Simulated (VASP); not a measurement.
**SnO (Romarchite): single point with LDA**

Crystal: SnO (Romarchite).

```
CELL_PARAMETERS angstrom
3.79265 0.00000 0.00000
0.00000 3.79265 0.00000
0.00000 0.00000 4.75821
ATOMIC_POSITIONS crystal
Sn 0.50000 0.00000 0.24103
Sn 0.00000 0.50000 0.75897
O 0.00000 0.00000 0.00000
O 0.50000 0.50000 0.00000
```

| Quantity | Value |
| --- | --- |
| Program | VASP 6.6.1 |
| Task | single point |
| Functional | LDA |
| Potentials or basis | VASP PAW LDA potentials, release 64 (Sn_d, O) |
| Cutoff | 520 eV |
| k mesh | 6 × 6 × 6 |
| Occupations | fermi-dirac, width 0.02 eV |
| Spin | no spin polarisation |

```json
{"Pressure": "-1.5 GPa", "Largest force": "0.009 eV/Å"}
```

Forces on the atoms (eV/Å):
```
Sn   0.000  0.000 -0.009
Sn   0.000  0.000  0.009
O    0.000  0.000  0.000
O    0.000  0.000  0.000
```

Stress tensor (GPa, compression positive):
```
-1.68  0.00  0.00
 0.00 -1.68  0.00
 0.00  0.00 -1.27
```

Levels at points of the mesh, in eV from the Fermi level:
```csv
k point,band 18,band 19,band 20,band 21,band 22,band 23
"(0.00, 0.00, 0.00)",-3.21,-3.21,0.00,2.16,4.42,4.64
"(0.50, 0.00, 0.00)",-4.93,-2.74,-2.74,3.26,3.26,5.89
"(0.50, 0.50, 0.00)",-2.53,-1.87,-1.87,0.01,0.01,4.45
"(0.00, 0.00, 0.50)",-3.23,-2.96,-2.19,1.54,2.83,2.83
"(0.50, 0.00, 0.50)",-4.89,-1.72,-1.72,2.67,2.67,5.36
"(0.50, 0.50, 0.50)",-2.75,-2.53,-2.53,2.36,2.36,4.16
```

Wall time 32 s on 1 thread of Intel(R) Xeon(R) 6975P-C (Granite Rapids), on a shared host, peak memory 0.18 GiB.

Caveat: spin-orbit coupling is left out, which moves the levels of the heavy elements.
